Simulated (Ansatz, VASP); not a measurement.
# Ni in VASP and in Ansatz

File INCAR:

```
PREC = Accurate
ENCUT = 520
EDIFF = 1E-6
ISMEAR = -1
SIGMA = 0.05
LREAL = F
LASPH = T
NELM = 150
ALGO = Normal
ISIF = 2
LWAVE = F
LCHARG = F
ISPIN = 2
MAGMOM = 0.607
LORBIT = 11
LMAXMIX = 4
GGA = RE
NBANDS = 15
```

The input KPOINTS:

```
regular mesh
0
Gamma
  18 18 18
```

The input POSCAR:

```
Ni
1.0
   -1.4645054601      1.4645054601      1.4645054601
    1.4645054601     -1.4645054601      1.4645054601
    1.4645054601      1.4645054601     -1.4645054601
Ni
1
Direct
    0.0000000000      0.0000000000      0.0000000000
```

Input for Ansatz:

```yaml
crystal:
  lattice:
    - [-1.4645054601, 1.4645054601, 1.4645054601]
    - [1.4645054601, -1.4645054601, 1.4645054601]
    - [1.4645054601, 1.4645054601, -1.4645054601]
  atoms:
    - { symbol: Ni, position: [0.0, 0.0, 0.0], spin: 0.607 }
hamiltonian:
  xc: revpbe
  pseudopotentials:
    kind: paw
    azcp:
      Ni: "pseudopotentials/Ni.paw.azcp"
basis:
  ecutwfc: 420
  fft_grid_basis: typed
kpoints:
  mp_grid: { grid: [18, 18, 18], shift: [0, 0, 0] }
magnetization:
  spin_polarized: true
scf:
  occupations: { method: fermi_dirac, width: 0.05 }
  lower_state_search: "off"
output:
  stress: true
```

Alike in both runs: task single point; functional revPBE; k mesh 18 × 18 × 18; occupations fermi-dirac, width 0.05 eV; collinear spin.

|  | VASP | Ansatz |
| --- | --- | --- |
| version | VASP 6.6.1 | Ansatz 0.2.0 |
| potentials or method | VASP PAW PBE potentials, release 64 (Ni), cutoff 520 eV | plane waves (420 eV) with PAW, scalar-relativistic |
| valence electrons in the cell | 10 | 18 |

Ansatz gave:

- pressure (GPa): -15.3
- net moment per atom (μB): 0.61
- size of the moment on the site where the two differ most (μB): 0.66

What did VASP give for the same quantities?

Pressure (GPa): -15.0; net moment per atom (μB): 0.60; size of the moment on the site where the two differ most (μB): 0.63.

VASP's potentials were made for PBE, not for revPBE. Site moments also hang on the region over which each program counts them. VASP's potentials hold 10 valence electrons a cell and Ansatz's 18, so a difference there can come from the potentials and not from the codes.
